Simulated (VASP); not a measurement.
Write the native input for VASP 6.6.1 that does the following.

```yaml
Task: electric field gradients
Functional: PBE
Potentials_or_basis: VASP PAW PBE potentials, release 64 (Na_pv)
Cutoff: 400 eV
k_mesh: 12 × 12 × 12
Occupations: fermi-dirac, width 0.05 eV
Spin: no spin polarisation
Dipole_correction: no
Further_INCAR_settings: ALGO = Normal; EDIFF = 1e-08; NBANDS = 10
```

The structure of Na lies in POSCAR:

```
Na
1.0
   -2.1384667101      2.1384667101      2.1384667101
    2.1384667101     -2.1384667101      2.1384667101
    2.1384667101      2.1384667101     -2.1384667101
Na
1
Direct
    0.0000000000      0.0000000000      0.0000000000
```

These files were run (other wordings do the same):

INCAR

```
SYSTEM = Na
  PREC = Accurate
  ENCUT = 400
  EDIFF = 1E-8
  ISMEAR = -1
  SIGMA = 0.05
  LREAL = .False.
  LASPH = .True.
  NELM = 120
  ALGO = Normal
  ISIF = 2
  LWAVE = .False.
  LCHARG = .False.
  GGA = PE
  LEFG = .True.
  NBANDS = 10
  GGA_COMPAT = .False.
```

KPOINTS

```
Automatic mesh
0
Gamma
  12 12 12
  0 0 0
```

Potentials or basis: VASP PAW PBE potentials, release 64 (Na_pv).

Launch:

```console
$ cat potpaw_PBE.64/Na_pv/POTCAR > POTCAR
$ mpirun -np 1 vasp_std > vasp.out
```

It gave:

```json
{"Pressure": "-0.6 GPa", "Band gap on the k mesh": "zero (an odd number of electrons rules out a gap without spin polarisation)", "Largest electric field gradient by atom": "zero within the noise of the run"}
```

It took 8.6 s on 1 thread of AMD EPYC 7R13 Processor (Zen 3), on a shared host, peak memory 0.11 GiB.
